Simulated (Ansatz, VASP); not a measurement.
One calculation of CdS, two programs

```xyz
4
Lattice="4.0739 0.0000 0.0000 -2.0369 3.5281 0.0000 0.0000 0.0000 6.6386" Properties=species:S:1:pos:R:3 pbc="T T T"
Cd    0.0000    2.3521   -0.0587
Cd    2.0369    1.1760    3.2606
S     0.0000    2.3521    2.5614
S     2.0369    1.1760    5.8807
```

Change from the starting cell: polar distortion scaled by 0.85.

Alike in both runs: task single point; functional LDA; k mesh 9 × 9 × 4; no spin polarisation.

|  | VASP | Ansatz |
| --- | --- | --- |
| version | VASP 6.6.1 | Ansatz 0.2.0 |
| potentials or method | VASP PAW LDA potentials, release 64 (Cd, S), cutoff 520 eV | scalar-relativistic, plane waves, PAW |
| occupations | gaussian, width 0.01 eV | fixed |
| valence electrons in the cell | 36 | 52 |

Ansatz gave:

| Item | Value |
| --- | --- |
| gap on the k mesh at the Fermi level (eV) | 1.08 |
| least direct gap on the mesh (eV) | 1.08 |
| pressure (GPa) | 0.4 |
| traceless stress, the component that is largest in VASP (GPa) | -2.85 |
| rms of the force components (eV/Å) | 0.282 |

Problem. Which values does VASP return?

Solution. gap on the k mesh at the Fermi level (eV): 1.11; least direct gap on the mesh (eV): 1.11; pressure (GPa): 0.9; traceless stress, the component that is largest in VASP (GPa): -3.02; rms of the force components (eV/Å): 0.294.

Ansatz warns that its potentials were made for another functional, while VASP's fit it. LDA's correlation is that of Perdew and Zunger in VASP and of Perdew and Wang (1992) in Ansatz. Atom by atom the forces differ by 0.012 eV/Å (rms over components). VASP's potentials hold 36 valence electrons a cell and Ansatz's 52, so a difference there can come from the potentials and not from the codes.
